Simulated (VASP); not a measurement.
A run of VASP 6.6.1 is set up as follows.

The input INCAR:

```
ALGO = Normal
EDIFF = 1E-8
ENCUT = 520
GGA = PE
IBRION = 8
ISIF = 2
ISMEAR = 0
LASPH = T
LCHARG = F
LEPSILON = T
LREAL = F
LWAVE = F
NBANDS = 15
NELM = 60
NSW = 1
PREC = Accurate
SIGMA = 0.01
```

Contents of KPOINTS:

```
k-points
0
Gamma
  8 8 8
```

Contents of POSCAR:

```
CaO
1.0
    0.0000000000      2.4153909960      2.4153909960
    2.4153909960      0.0000000000      2.4153909960
    2.4153909960      2.4153909960      0.0000000000
Ca O
1 1
Direct
    0.0000000000      0.0000000000      0.0000000000
    0.5000000000      0.5000000000      0.5000000000
```

Potentials or basis: VASP PAW PBE potentials, release 64 (Ca_sv, O).

The run is started by

```bash
$ cat potpaw_PBE.64/Ca_sv/POTCAR potpaw_PBE.64/O/POTCAR > POTCAR
$ mpirun -np 1 vasp_std > vasp.out
```

Question: What does it give for the electronic dielectric tensor (diagonal)?

Answer: 3.79.

Question: Estimate the Born charges (mean of the diagonal).

Answer: Ca +2.35; O -2.35 e.

Question: Predict the highest phonon frequency at Γ, LO-TO splitting left out.

Answer: 262 cm⁻¹.

Born effective charge tensors (e):
atom 1, Ca
```
2.35 0.00 0.00
0.00 2.35 0.00
0.00 0.00 2.35
```
atom 2, O
```
-2.35  0.00  0.00
 0.00 -2.35  0.00
 0.00  0.00 -2.35
```
